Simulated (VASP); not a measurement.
# Ru: single point with PBEsol

Slab: Ru, a slab with vacuum.

```xyz
7
Lattice="2.6895 0.0000 0.0000 -1.3448 2.3292 0.0000 0.0000 0.0000 27.7558" Properties=species:S:1:pos:R:3 pbc="T T T"
Ru    0.0000    1.5528    7.5000
Ru    1.3448    0.7764    9.6260
Ru    0.0000    1.5528   11.7519
Ru    1.3448    0.7764   13.8779
Ru    0.0000    1.5528   16.0038
Ru    1.3448    0.7764   18.1298
Ru    0.0000    1.5528   20.2558
```

* Program: VASP 6.6.1
* Task: single point
* Functional: PBEsol
* Potentials or basis: VASP PAW PBE potentials, release 64 (Ru_pv)
* Cutoff: 520 eV
* k mesh: 15 × 15 × 1
* Occupations: gaussian, width 0.1 eV
* Spin: no spin polarisation

The largest force is 0.823 eV/Å. The band gap on the k mesh is zero (band 49 reaches 6.08 eV, above the bottom of band 50 at 3.46 eV).

Forces on the atoms (eV/Å):
```
Ru   0.000  0.000  0.823
Ru   0.000  0.000 -0.715
Ru   0.000  0.000 -0.234
Ru   0.000  0.000  0.000
Ru   0.000  0.000  0.234
Ru   0.000  0.000  0.715
Ru   0.000  0.000 -0.823
```

Levels at points of the mesh, in eV from the Fermi level:
```csv
k point,band 44,band 45,band 46,band 47,band 48,band 49,band 50,band 51,band 52,band 53
"(0.00, 0.00, 0.00)",-2.04,-1.94,-1.94,-1.70,-1.16,-1.16,-0.60,-0.60,-0.46,0.05
```

Wall time 5.4 min on 1 thread of Intel(R) Xeon(R) 6975P-C (Granite Rapids) (shared host), peak memory 0.38 GiB.

Caveat: the PAW data sets were made with another functional, which shifts forces and pressure a little.
